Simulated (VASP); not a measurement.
Here is a VASP 6.6.1 calculation.

Contents of INCAR:

```
PREC = Accurate
ENCUT = 520
EDIFF = 1E-7
ISMEAR = -1
SIGMA = 0.05
LREAL = F
LASPH = T
NELM = 80
ALGO = Normal
ISIF = 2
LWAVE = F
LCHARG = F
GGA = PS
NBANDS = 25
```

Contents of KPOINTS:

```
regular mesh
0
Gamma
  9 9 5
```

Contents of POSCAR:

```
CuO
1.0
    2.8795009639      0.0000000000      0.0000000000
    0.0390727580      2.8792794796      0.0000000000
    0.0174953863      0.0172449008      5.1763391994
Cu O
2 2
Direct
    0.0000000000      0.5000000000      0.0000000000
    0.5000000000      0.0000000000      0.5000000000
    0.9984239700      0.0016717800      0.7498871000
    0.0015760300      0.9983282200      0.2501129000
```

Potentials or basis: VASP PAW PBE potentials, release 64 (Cu, O).

Launch:

```sh
$ cat potpaw_PBE.64/Cu/POTCAR potpaw_PBE.64/O/POTCAR > POTCAR
$ mpirun -np 1 vasp_std > vasp.out
```

(1) What does it give for the band gap on the k mesh?

(2) Estimate the largest force.

## Answers

(1) zero (band 17 reaches 5.76 eV, above the bottom of band 18 at 4.81 eV).

(2) 0.012 eV/Å.

Caveat: the PAW data sets were made with another functional, which shifts forces and pressure a little; semilocal functionals often make such compounds metallic where correlation or magnetic order opens a gap, which also shifts bond lengths.
